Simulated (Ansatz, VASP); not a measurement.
# CdSe: VASP beside Ansatz

Contents of POSCAR:

```
CdSe
1.0
    0.0000000000      3.0287759606      3.0287759606
    3.0287759606      0.0000000000      3.0287759606
    3.0287759606      3.0287759606      0.0000000000
Cd Se
1 1
Direct
    0.0000000000      0.0000000000      0.0000000000
    0.2500000000      0.2500000000      0.2500000000
```

The input INCAR.step1:

```
PREC = Accurate ; ENCUT = 520
ISMEAR = -1 ; SIGMA = 0.05
LREAL = F ; LASPH = T
NELM = 60 ; NBANDS = 16
GGA = PE ; ALGO = Normal
EDIFF = 1E-4 ; LWAVE = T
LCHARG = F
```

The input INCAR.step2:

```
PREC = Accurate ; ENCUT = 520
EDIFF = 1E-6 ; ISMEAR = -1
SIGMA = 0.05 ; LREAL = F
LASPH = T ; NELM = 60
ALGO = Normal ; ISIF = 2
LWAVE = F ; LCHARG = F
METAGGA = R2SCAN ; LMIXTAU = T
IVDW = 12 ; NBANDS = 16
VDW_S6 = 1.0 ; VDW_S8 = 0.78981345
VDW_A1 = 0.49484001 ; VDW_A2 = 5.73083694
ISTART = 1
```

The input KPOINTS:

```
Automatic mesh
0
Gamma
  8 8 8
```

input.yaml

```yaml
crystal:
  lattice:
    - [0.0, 3.0287759606, 3.0287759606]
    - [3.0287759606, 0.0, 3.0287759606]
    - [3.0287759606, 3.0287759606, 0.0]
  atoms:
    - { symbol: Cd, position: [0.0, 0.0, 0.0] }
    - { symbol: Se, position: [0.25, 0.25, 0.25] }
hamiltonian:
  xc: r2scan
  pseudopotentials: { kind: paw }
  dispersion: d3bj
kpoints:
  mp_grid: { grid: [8, 8, 8] }
scf:
  occupations: { method: fermi_dirac, width: 0.05 }
output:
  forces: true
  stress: true
  eigenvalues: true
```

Alike in both runs: task single point; functional r2SCAN; dispersion D3(BJ); k mesh 8 × 8 × 8; occupations fermi-dirac, width 0.05 eV; no spin polarisation.

```csv
,VASP,Ansatz
version,VASP 6.6.1,Ansatz 0.2.0
potentials or method,"VASP PAW PBE potentials, release 64 (Cd, Se)",Ansatz PAW
plane-wave cutoff (eV),520,500
valence electrons in the cell,18,36
```

|  | VASP | Ansatz | Ansatz less VASP |
| --- | --- | --- | --- |
| gap on the k mesh at the Fermi level (eV) | 1.11 | 1.12 | +0.008 |
| least direct gap on the mesh (eV) | 1.11 | 1.12 | +0.008 |
| pressure (GPa) | 1.5 | 1.2 | -0.29 |

VASP's potentials were made for PBE, not for r2SCAN. VASP's potentials hold 18 valence electrons a cell and Ansatz's 36, so a difference there can come from the potentials and not from the codes.
